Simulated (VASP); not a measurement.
**CrN2: single point with PBEsol**

Crystal: CrN2.

```
Cr N
1.0
     3.90179    0.00000    0.00000
     0.00000    4.80951    0.00000
     0.00000    0.00000    2.78417
Cr N
2 4
Direct
  0.00000 0.00000 0.00000
  0.50000 0.50000 0.50000
  0.86617 0.58878 0.00000
  0.13383 0.41123 0.00000
  0.36617 0.91122 0.50000
  0.63383 0.08878 0.50000
```

- Program: VASP 6.6.1
- Task: single point
- Functional: PBEsol
- Potentials or basis: VASP PAW PBE potentials, release 64 (Cr_pv, N)
- Cutoff: 520 eV
- k mesh: 6 × 5 × 8
- Occupations: fermi-dirac, width 0.05 eV
- Spin: collinear spin, ferromagnetic start
- Starting moments: [6.0, 6.0, 0.0, 0.0, 0.0, 0.0] μB
- Fixed moment: 12 μB

```json
{
 "Pressure": "54.1 GPa",
 "Largest force": "6.296 eV/Å",
 "Net moment": "12.00 μB per cell",
 "Site moments": "Cr +4.00; N +0.64 μB",
 "Valence electrons inside the program's atomic spheres": "Cr 11.01; N 3.74"
}
```

Forces on the atoms (eV/Å):
```
Cr   0.000  0.000  0.000
Cr   0.000  0.000  0.000
N    4.898 -3.955  0.000
N   -4.898  3.955  0.000
N    4.898  3.955  0.000
N   -4.898 -3.955  0.000
```

Stress tensor (GPa, compression positive):
```
39.68  0.00  0.00
 0.00 48.43  0.00
 0.00  0.00 74.16
```

It took 120 s on 1 thread of Intel(R) Xeon(R) Platinum 8488C (Sapphire Rapids) (shared host), peak memory 0.28 GiB.

Caveat: the PAW data sets were made with another functional, which shifts forces and pressure a little; the total moment is fixed, so each spin has its own Fermi level; only a ferromagnetic start was run, and an antiferromagnetic order may lie lower in energy.
